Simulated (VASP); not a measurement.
SrO:

```
CELL_PARAMETERS angstrom
4.27547 0.00000 0.00000
-2.13773 3.70266 0.00000
0.00000 0.00000 5.15559
ATOMIC_POSITIONS crystal
Sr 0.33333 0.66667 0.93813
Sr 0.66667 0.33333 0.43813
O 0.33333 0.66667 0.43687
O 0.66667 0.33333 0.93687
```

| Quantity | Value |
| --- | --- |
| Program | VASP 6.6.1 |
| Task | relaxation of cell and atoms |
| Functional | PBEsol |
| Dispersion | D3(BJ) |
| Potentials or basis | VASP PAW PBE potentials, release 64 (Sr_sv, O) |
| Cutoff | 600 eV |
| k mesh | 6 × 6 × 4 |
| Occupations | fermi-dirac, width 0.01 eV |
| Spin | no spin polarisation |

At the start: pressure -3.3 GPa; volume 20.40 Å³/atom.

Q: How do energy, volume and symmetry change on relaxing?

A: Over 7 steps the energy falls by 10.0 meV/atom and the volume is 19.50 Å³/atom (-4.5 %); space group P6_3/mmc (No. 194, to 0.1 Å) before and after.

The path:
```csv
step,energy change (eV),largest force (eV/Å),pressure (GPa),volume (Å³)
1,0.0000,0.0123,-3.33,81.62
2,-0.0345,0.0147,1.34,76.71
3,-0.0397,0.0142,-0.01,77.96
4,-0.0396,0.0142,0.08,77.88
5,-0.0398,0.0105,0.08,77.87
6,-0.0398,0.0088,0.09,77.86
7,-0.0398,0.0062,-0.04,77.98
```

Final structure:
```yaml
crystal:
  lattice:
    - [4.20827, 0.00000, 0.00000]
    - [-2.10413, 3.64447, 0.00000]
    - [0.00000, 0.00000, 5.08464]
  atoms:
    - { symbol: Sr, position: [0.33333, 0.66667, 0.93775] }
    - { symbol: Sr, position: [0.66667, 0.33333, 0.43775] }
    - { symbol: O, position: [0.33333, 0.66667, 0.43725] }
    - { symbol: O, position: [0.66667, 0.33333, 0.93725] }
```

Caveat: the PAW data sets were made with another functional, which shifts forces and pressure a little.
